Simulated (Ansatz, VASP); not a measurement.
**Two plane-wave programs on NaCl**

```
CELL_PARAMETERS angstrom
0.00000 2.79406 2.79406
2.79406 0.00000 2.79406
2.79406 2.79406 0.00000
ATOMIC_POSITIONS crystal
Na 0.00000 0.00000 0.00000
Cl 0.50000 0.50000 0.50000
```

Alike in both runs: task single point; functional PBE; k mesh 4 × 4 × 4; occupations gaussian, width 0.1 eV; no spin polarisation.

|  | VASP | Ansatz |
| --- | --- | --- |
| version | VASP 6.6.1 | Ansatz 0.2.0 |
| potentials or method | VASP PAW PBE potentials, release 64 (Na_pv, Cl), cutoff 520 eV | scalar-relativistic, plane waves, PAW |
| valence electrons in the cell | 14 | 16 |

```csv
,VASP,Ansatz,Ansatz less VASP
gap on the k mesh at the Fermi level (eV),5.22,5.22,0.000
least direct gap on the mesh (eV),5.22,5.22,0.000
pressure (GPa),1.5,1.6,+0.03
```

VASP's potentials hold 14 valence electrons a cell and Ansatz's 16, so a difference there can come from the potentials and not from the codes.

The k mesh is coarse, so the values compare programs but aren't converged.
